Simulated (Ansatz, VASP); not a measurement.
**Si3N4: VASP beside Ansatz**

```
Si N
1.0
     7.60930    0.00000    0.00000
    -3.80465    6.58985    0.00000
     0.00000    0.00000    2.90790
Si N
6 8
Direct
  0.17391 0.76777 0.25000
  0.40614 0.17391 0.75000
  0.23223 0.40614 0.25000
  0.82609 0.23223 0.75000
  0.59386 0.82609 0.25000
  0.76777 0.59386 0.75000
  0.33333 0.66667 0.25000
  0.66667 0.33333 0.75000
  0.32978 0.02978 0.25000
  0.30000 0.32978 0.75000
  0.97022 0.30000 0.25000
  0.67022 0.97022 0.75000
  0.70000 0.67022 0.25000
  0.02978 0.70000 0.75000
```

Alike in both runs: functional PBE; k mesh 4 × 4 × 10; occupations fermi-dirac, width 0.02 eV; no spin polarisation.

Ansatz relaxed the structure, and its values are those at the end. VASP's run is a single point on that final structure, the one shown.

|  | VASP | Ansatz |
| --- | --- | --- |
| version | VASP 6.6.1 | Ansatz 0.2.0 |
| potentials or method | VASP PAW PBE potentials, release 64 (Si, N) | plane-wave PAW, scalar-relativistic |
| plane-wave cutoff (eV) | 520 | 420 |
| valence electrons in the cell | 64 | 64 |

```tsv
	VASP	Ansatz	Ansatz less VASP
gap on the k mesh at the Fermi level (eV)	4.32	4.33	+0.012
pressure (GPa)	4.7	5.0	+0.29
rms of the force components (eV/Å)	0.005	0.004	-0.0007
```

Ansatz's warnings: stress scf threshold loose.
